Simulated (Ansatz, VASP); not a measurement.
# Two plane-wave programs on ZrB2

INCAR

```
SYSTEM = ZrB2
PREC = Accurate ; ENCUT = 520
EDIFF = 1E-6 ; ISMEAR = -1
SIGMA = 0.05 ; LREAL = .False.
LASPH = .True. ; NELM = 100
ALGO = Normal ; ISIF = 2
LWAVE = .False. ; LCHARG = .True.
GGA = PE ; IVDW = 12
LELF = .True. ; LVHAR = .True.
NBANDS = 16
```

File KPOINTS:

```
Automatic mesh
0
Gamma
  10 10 8
  0 0 0
```

POSCAR

```
ZrB2
1.0
    3.1700000000      0.0000000000      0.0000000000
   -1.5850000000      2.7453005300      0.0000000000
    0.0000000000      0.0000000000      3.5330000000
Zr B
1 2
Direct
    0.0000000000      0.0000000000      0.0000000000
    0.6666666667      0.3333333333      0.5000000000
    0.3333333333      0.6666666667      0.5000000000
```

File input.yaml:

```yaml
crystal:
  lattice:
    - [3.17, 0.0, 0.0]
    - [-1.585, 2.74530053, 0.0]
    - [0.0, 0.0, 3.533]
  atoms:
    - { symbol: Zr, position: [0.0, 0.0, 0.0] }
    - { symbol: B, position: [0.6666666667, 0.3333333333, 0.5] }
    - { symbol: B, position: [0.3333333333, 0.6666666667, 0.5] }
hamiltonian:
  xc: pbe
  pseudopotentials: { kind: paw }
  dispersion: d3bj
kpoints:
  mp_grid: { grid: [10, 10, 8] }
scf:
  occupations: { method: fermi_dirac, width: 0.05 }
output:
  forces: true
  stress: true
  eigenvalues: true
```

Alike in both runs: task single point; functional PBE; dispersion D3(BJ); k mesh 10 × 10 × 8; occupations fermi-dirac, width 0.05 eV; no spin polarisation.

|  | VASP | Ansatz |
| --- | --- | --- |
| version | VASP 6.6.1 | Ansatz 0.2.0 |
| potentials or method | VASP PAW PBE potentials, release 64 (Zr_sv, B) | Ansatz PAW |
| plane-wave cutoff (eV) | 520 | 420 |
| valence electrons in the cell | 18 | 18 |

|  | VASP | Ansatz | Ansatz less VASP |
| --- | --- | --- | --- |
| gap on the k mesh at the Fermi level (eV) | none | none | - |
| pressure (GPa) | -5.3 | -5.4 | -0.15 |
| traceless stress, the component that is largest in VASP (GPa) | 0.97 | 0.92 | -0.041 |

A gap of «none» marks a metal or a gap that the smearing closes.
